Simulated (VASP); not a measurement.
# WS2 (ae) (P6_3/mmc) in VASP: single point with PBEsol

Aim: the single point of WS2 (ae) with PBEsol.

Everything below comes from runs of VASP 6.6.1. Logs are shortened: lines on timing, memory, paths and dates and some standing lists are left out, and cuts for length are marked.

### 1 The cell of the first run

Symmetry: P6_3/mmc, No. 194, hexagonal system. The conventional cell has a = 3.146 Å, b = 3.146 Å, c = 12.708 Å, α = 90.00°, β = 90.00°, γ = 120.00°. W (site symmetry -6m2) has 6 S at 2.40 Å and 6 W at 3.15 Å within 3.2 Å. S (site symmetry 3m) has 3 W at 2.40 Å and 7 S at 3.14 to 3.15 Å within 3.2 Å.

### 2 Single point, PBEsol

Input file INCAR:

```
SYSTEM = WS2
PREC     = Accurate       ! precision mode
ENCUT    = 520            ! plane-wave cutoff, eV
EDIFF    = 1E-6           ! SCF threshold, eV
ISMEAR   = 0              ! smearing method
SIGMA    = 0.02           ! smearing width, eV
LREAL    = .FALSE.        ! projectors in reciprocal space
LASPH    = .TRUE.         ! aspherical terms in the spheres
NELM     = 100            ! most SCF steps
ALGO     = Normal         ! electronic algorithm
ISIF     = 2              ! what is computed and relaxed
LWAVE    = .FALSE.        ! write WAVECAR
LCHARG   = .FALSE.        ! write CHGCAR
GGA      = PS             ! functional
NBANDS   = 35             ! bands
```

Input file KPOINTS:

```
Automatic mesh
0
G
  12 12 2
  0 0 0
```

Input file POSCAR:

```
WS2
1.0
    3.1463183390      0.0000000029      0.0000000000
   -1.5731591720      2.7247916085      0.0000000000
    0.0000000000      0.0000000000     12.7077691426
W S
2 4
Direct
    0.3333333333      0.6666666667      0.2500000000
    0.6666666667      0.3333333333      0.7500000000
    0.3333333333      0.6666666667      0.6266423365
    0.6666666667      0.3333333333      0.1266423365
    0.3333333333      0.6666666667      0.8733576635
    0.6666666667      0.3333333333      0.3733576635
```

Potentials or basis: VASP PAW PBE potentials, release 64 (W_sv, S).

Started as:

```sh
> cat potpaw_PBE.64/W_sv/POTCAR potpaw_PBE.64/S/POTCAR > POTCAR
> mpirun -np 1 vasp_std > vasp.out
```

OUTCAR:

```text
SYSTEM = WS2
   PREC = Accurate
   ENCUT = 520
   EDIFF = 1E-6
   ISMEAR = 0
   LREAL = .FALSE.
   LASPH = .TRUE.
   NELM = 100
   ISIF = 2
   GGA = PS

 ion  position               nearest neighbor table
   1  0.333  0.667  0.250-   4 2.40   6 2.40   4 2.40   6 2.40   4 2.40   6 2.40
   2  0.667  0.333  0.750-   3 2.40   5 2.40   3 2.40   5 2.40   3 2.40   5 2.40
   3  0.333  0.667  0.627-   2 2.40   2 2.40   2 2.40
   4  0.667  0.333  0.127-   1 2.40   1 2.40   1 2.40
   5  0.333  0.667  0.873-   2 2.40   2 2.40   2 2.40
   6  0.667  0.333  0.373-   1 2.40   1 2.40   1 2.40

  LATTYP: Found a hexagonal cell.
 ALAT       =     3.1463183390
 C/A-ratio  =     4.0389330555

  Lattice vectors:

 A1 = (   3.1463183390,   0.0000000029,   0.0000000000)
 A2 = (  -1.5731591720,   2.7247916085,   0.0000000000)
 A3 = (   0.0000000000,   0.0000000000,  12.7077691426)

Analysis of symmetry for initial positions (statically):
=====================================================================
 Subroutine PRICEL returns:
 Original cell was already a primitive cell.

 Routine SETGRP: Setting up the symmetry group for a
 hexagonal supercell.

 Subroutine GETGRP returns: Found 24 space group operations
 (whereof 12 operations were pure point group operations)
 out of a pool of 24 trial point group operations.

The static configuration has the point symmetry D_3d.
 The point group associated with its full space group is D_6h.

Analysis of symmetry for dynamics (positions and initial velocities):
=====================================================================
 Subroutine PRICEL returns:
 Original cell was already a primitive cell.

 Routine SETGRP: Setting up the symmetry group for a
 hexagonal supercell.

 Subroutine GETGRP returns: Found 24 space group operations
 (whereof 12 operations were pure point group operations)
 out of a pool of 24 trial point group operations.

The dynamic configuration has the point symmetry D_3d.
 The point group associated with its full space group is D_6h.

 Subroutine INISYM returns: Found 24 space group operations
 (whereof 12 operations are pure point group operations),
 and found     1 'primitive' translations

----------------------------------------------------------------------------------------

                                     Primitive cell

  volume of cell :     108.9445

  direct lattice vectors                    reciprocal lattice vectors
     3.146318339  0.000000003  0.000000000     0.317831793  0.183500272  0.000000000
    -1.573159172  2.724791608  0.000000000    -0.000000000  0.367000543  0.000000000
     0.000000000  0.000000000 12.707769143     0.000000000  0.000000000  0.078692018

  length of vectors
     3.146318339  3.146318339 12.707769143     0.367000543  0.367000543  0.078692018

  position of ions in fractional coordinates (direct lattice)
     0.333333333  0.666666667  0.250000000
     0.666666667  0.333333333  0.750000000
     0.333333333  0.666666667  0.626642336
     0.666666667  0.333333333  0.126642336
     0.333333333  0.666666667  0.873357664
     0.666666667  0.333333333  0.373357664

  ion indices of the primitive-cell ions
   primitive index   ion index
                 1           1
                 2           2
                 3           3
                 4           4
                 5           5
                 6           6

----------------------------------------------------------------------------------------

 KPOINTS: Automatic mesh

Automatic generation of k-mesh.
 Grid dimensions read from file:
 generate k-points for:   12   12    2

 Generating k-lattice:

  Cartesian coordinates                     Fractional coordinates (reciprocal lattice)
     0.026485983  0.015291689  0.000000000     0.083333333  0.000000000  0.000000000
    -0.000000000  0.030583379  0.000000000     0.000000000  0.083333333  0.000000000
     0.000000000  0.000000000  0.039346009     0.000000000  0.000000000  0.500000000

  Length of vectors
     0.030583379  0.030583379  0.039346009

  Shift w.r.t. Gamma in fractional coordinates (k-lattice)
     0.000000000  0.000000000  0.000000000

 Subroutine IBZKPT returns following result:
 ===========================================

 Found     38 irreducible k-points:

 Following reciprocal coordinates:
            Coordinates               Weight
  0.000000  0.000000  0.000000      1.000000
  0.083333 -0.000000  0.000000      6.000000
  0.166667 -0.000000  0.000000      6.000000
  0.250000 -0.000000  0.000000      6.000000
  0.333333  0.000000  0.000000      6.000000
  0.416667  0.000000  0.000000      6.000000
[... 16 lines left out ...]
  0.250000 -0.000000  0.500000      6.000000
  0.333333  0.000000  0.500000      6.000000
 [... further k-points ...]
   k-points           NKPTS =     38   k-points in BZ     NKDIM =     38   number of bands    NBANDS=     35
   number of dos      NEDOS =    301   number of ions     NIONS =      6
   total plane-waves  NPLWV =  55296
   dimension x,y,z NGX =    24 NGY =   24 NGZ =   96
   dimension x,y,z NGXF=    48 NGYF=   48 NGZF=  192
   ions per type =               2   4
   NGX,Y,Z   is equivalent  to a cutoff of  12.68, 12.68, 12.56 a.u.
   NGXF,Y,Z  is equivalent  to a cutoff of  25.36, 25.36, 25.12 a.u.
 SYSTEM =  WS2
   PREC   = accura    normal or accurate (medium, high low for compatibility)
   ISTART =      0    job   : 0-new  1-cont  2-samecut
   ICHARG =      2    charge: 1-file 2-atom 10-const
   ISPIN  =      1    spin polarized calculation?
   LNONCOLLINEAR =      F non collinear calculations
   LSORBIT =      F    spin-orbit coupling
   LASPH  =      T    aspherical Exc in radial PAW
   ENCUT  =  520.0 eV  38.22 Ry    6.18 a.u.   5.85  5.85 23.63*2*pi/ulx,y,z
   NELM   =    100;   NELMIN=  2; NELMDL= -5     # of ELM steps
   EDIFF  = 0.1E-05   stopping-criterion for ELM
   LREAL  =      F    real-space projection
   EDIFFG = 0.1E-04   stopping-criterion for IOM
   NSW    =      0    number of steps for IOM
   IBRION =     -1    ionic relax: 0-MD 1-quasi-New 2-CG
   NFREE  =      0    steps in history (QN), initial steepest desc. (CG)
   ISIF   =      2    stress and relaxation
   ISYM   =      2    0-nonsym 1-usesym 2-fastsym
   POTIM  = 0.5000    time-step for ionic-motion
   TEBEG  =    0.0;   TEEND  =   0.0 temperature during run
   PSTRESS=    0.0 pullay stress
   NELECT =      52.0000    total number of electrons
   NUPDOWN=      -1.0000    fix difference up-down
   EMIN   =  10.00;   EMAX   =-10.00  energy-range for DOS
   EFERMI =   0.00;   METHOD = LEGACY
   ISMEAR =     0;   SIGMA  =   0.02  broadening in eV -4-tet -1-fermi 0-gaus
   EFERMI_NEDOS =   21; number of points for ismear=-14 and -15
   IALGO  =     38    algorithm
   IMIX   =      4    mixing-type and parameters
     AMIX     =   0.40;   BMIX     =  1.00
     AMIX_MAG =   1.60;   BMIX_MAG =  1.00
  volume/ion in A,a.u.               =      18.16       122.53
  Fermi-wavevector in a.u.,A,eV,Ry     =   1.279403  2.417722 22.271012  1.636873
  Thomas-Fermi vector in A             =   2.411891
   LORBIT       =      0    0 simple, 1 ext, 2 COOP (PROOUT), +10 PAW based schemes
   GGA     = PS    functional components
   LHFCALC =     F    Hartree Fock is set to
   AEXX    =    0.0000 exact exchange contribution
   IVDW    =     0    specifies the selected vdW correction
   LEPSILON=     F    determine dielectric tensor
   LRPA    =     F    only Hartree local field effects (RPA)
 non-spin polarized calculation
 Gauss-broadening in eV      SIGMA  =   0.02
  energy-cutoff  :      520.00
  volume of cell :      108.94
 maximum number of plane-waves:      2962
 NGX is ok and might be reduce to    24
   NGX = 11   NGY = 11   NGZ = 47

 number of electron      51.9999989 magnetization

 Free energy of the ion-electron system (eV)
  ---------------------------------------------------
  ext. energy  EPLUGINS =         0.00000000
  ---------------------------------------------------
  free energy    TOTEN  =       -50.55404055 eV

  energy without entropy =      -50.55404055  energy(sigma->0) =      -50.55404055

 E-fermi :   7.1424     XC(G=0): -10.9344

 val. band max:        6.9494305448   @ k =   0.0000   0.0000   0.0000
 cond. band min:       8.0692972889   @ k =   0.1667   0.1667   0.0000
 fundamental gap:      1.1198667441
 Fermi energy:         7.1424432112

 k-point     1 :       0.0000    0.0000    0.0000
  band No.  band energies     occupation
      1     -67.4686      2.00000
      2     -67.4685      2.00000
      3     -31.7464      2.00000
      4     -31.7463      2.00000
      5     -31.5525      2.00000
      6     -31.5525      2.00000
[... 27 lines left out ...]
     34       9.6527      0.00000
     35      11.8062      0.00000

 k-point     2 :       0.0833   -0.0000    0.0000
  band No.  band energies     occupation
      1     -67.4672      2.00000
      2     -67.4672      2.00000
      3     -31.7416      2.00000
      4     -31.7416      2.00000
      5     -31.5786      2.00000
      6     -31.5786      2.00000
[... 27 lines left out ...]
     34       9.6608      0.00000
     35      12.3613      0.00000

 k-point     3 :       0.1667   -0.0000    0.0000
  band No.  band energies     occupation
      1     -67.4635      2.00000
      2     -67.4635      2.00000
      3     -31.7287      2.00000
      4     -31.7287      2.00000
      5     -31.6494      2.00000
      6     -31.6493      2.00000
[... 27 lines left out ...]
     34      10.1979      0.00000
     35      13.4145      0.00000
[... 723 lines left out ...]
 k-point    23 :       0.2500   -0.0000    0.5000
  band No.  band energies     occupation
      1     -67.4585      2.00000
      2     -67.4585      2.00000
      3     -31.7446      2.00000
      4     -31.7446      2.00000
      5     -31.7110      2.00000
      6     -31.7110      2.00000
[... 27 lines left out ...]
     34      10.6723      0.00000
     35      13.7269      0.00000

 k-point    24 :       0.3333    0.0000    0.5000
  band No.  band energies     occupation
      1     -67.4536      2.00000
      2     -67.4536      2.00000
      3     -31.8384      2.00000
      4     -31.8384      2.00000
      5     -31.6932      2.00000
      6     -31.6932      2.00000
[... 27 lines left out ...]
     34      11.0348      0.00000
     35      13.0296      0.00000

 [... further k-points ...]

------------------------ aborting loop because EDIFF is reached ----------------------------------------

  FORCE on cell =-STRESS in cart. coord.  units (eV):
  Direction    XX          YY          ZZ          XY          YZ          ZX
  --------------------------------------------------------------------------------------
  -------------------------------------------------------------------------------------
  Total        0.0586007      0.0586007      0.0838197      0.0000000      0.0000000      0.0000000
  in kB        0.8618035      0.8618035      1.2326832      0.0000000      0.0000000      0.0000000
  external PRESSURE =       0.9854300 kB  Pullay stress =       0.0000000 kB

 VOLUME and BASIS-vectors are now :
 -----------------------------------------------------------------------------
  energy-cutoff  :      520.00
  volume of cell :      108.94
      direct lattice vectors                 reciprocal lattice vectors
     3.146318339  0.000000003  0.000000000     0.317831793  0.183500272  0.000000000
    -1.573159172  2.724791608  0.000000000    -0.000000000  0.367000543  0.000000000
     0.000000000  0.000000000 12.707769143     0.000000000  0.000000000  0.078692018

 POSITION                                       TOTAL-FORCE (eV/Angst)
 -----------------------------------------------------------------------------------
     -0.00000      1.81653      3.17694         0.000000     -0.000000      0.000000
      1.57316      0.90826      9.53083        -0.000000      0.000000      0.000000
     -0.00000      1.81653      7.96323        -0.000000     -0.000000     -0.019447
      1.57316      0.90826      1.60934        -0.000000      0.000000     -0.019447
     -0.00000      1.81653     11.09843         0.000000     -0.000000      0.019447
      1.57316      0.90826      4.74454        -0.000000     -0.000000      0.019447
 -----------------------------------------------------------------------------------
    total drift:                               -0.000000      0.000000     -0.000000

  FREE ENERGIE OF THE ION-ELECTRON SYSTEM (eV)
  ---------------------------------------------------
  free  energy   TOTEN  =       -50.5540405514 eV

  energy  without entropy=      -50.5540405514  energy(sigma->0) =      -50.55404055
```

Run time: 2.1 min. Hardware: 1 thread of Intel Xeon 6975P-C, shared host; peak memory 0.28 GiB.

What came out:

| Item | Value |
| --- | --- |
| Free energy | -50.5540 eV |
| Pressure | 0.1 GPa |
| Largest force | 0.019 eV/Å |
| Band gap on the k mesh | 1.12 eV, indirect (least direct gap 1.87 eV) |

Forces on the atoms (eV/Å):
```
W    0.000  0.000  0.000
W    0.000  0.000  0.000
S    0.000  0.000 -0.019
S    0.000  0.000 -0.019
S    0.000  0.000  0.019
S    0.000  0.000  0.019
```

Levels at points of the mesh, in eV from the valence-band top:
```tsv
k point	band 22	band 23	band 24	band 25	band 26	band 27	band 28	band 29	band 30	band 31
(0.00, 0.00, 0.00)	-2.07	-2.07	-1.65	-1.11	0.00	2.47	2.47	2.47	2.47	2.58
(0.50, 0.00, 0.00)	-2.67	-1.78	-1.64	-1.57	-1.44	2.48	2.51	2.76	3.03	3.26
(0.00, 0.00, 0.50)	-2.08	-2.08	-2.08	-0.33	-0.33	2.46	2.46	2.46	2.46	2.65
(0.50, 0.00, 0.50)	-2.75	-1.71	-1.71	-1.50	-1.50	2.49	2.49	2.91	2.91	3.53
```

Caveat: the PAW data sets were made with another functional, which shifts forces and pressure a little; spin-orbit coupling is left out, which moves the levels of the heavy elements; this functional lacks dispersion, which binds the layers, so the pressure and a relaxed spacing across them are unreliable. A k mesh can miss the band edges.
